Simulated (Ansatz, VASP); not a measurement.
## Co: VASP beside Ansatz

```xyz
2
Lattice="0.0000 2.4570 2.4570 2.4570 0.0000 2.4570 2.4570 2.4570 0.0000" Properties=species:S:1:pos:R:3 pbc="T T T"
Co    2.4570    2.4570    2.4570
Co    3.6855    3.6855    3.6855
```

Alike in both runs: functional PBE; k mesh 6 × 6 × 6; occupations gaussian, width 0.1 eV; no spin polarisation.

Ansatz relaxed the structure, and its values are those at the end. VASP's run is a single point on that final structure, the one shown.

```csv
,VASP,Ansatz
version,VASP 6.6.1,Ansatz 0.2.0
potentials or method,"VASP PAW PBE potentials, release 64 (Co_sv), cutoff 690 eV","scalar-relativistic, plane waves, PAW"
valence electrons in the cell,34,34
```

|  | VASP | Ansatz | Ansatz less VASP |
| --- | --- | --- | --- |
| gap on the k mesh at the Fermi level (eV) | none | none | - |
| pressure (GPa) | -0.4 | 0.3 | +0.75 |

A gap of «none» marks a metal or a gap that the smearing closes. The functional is the same, so the differences come from potentials, cutoffs and numerics.

The k mesh is coarse, so the values compare programs but aren't converged.
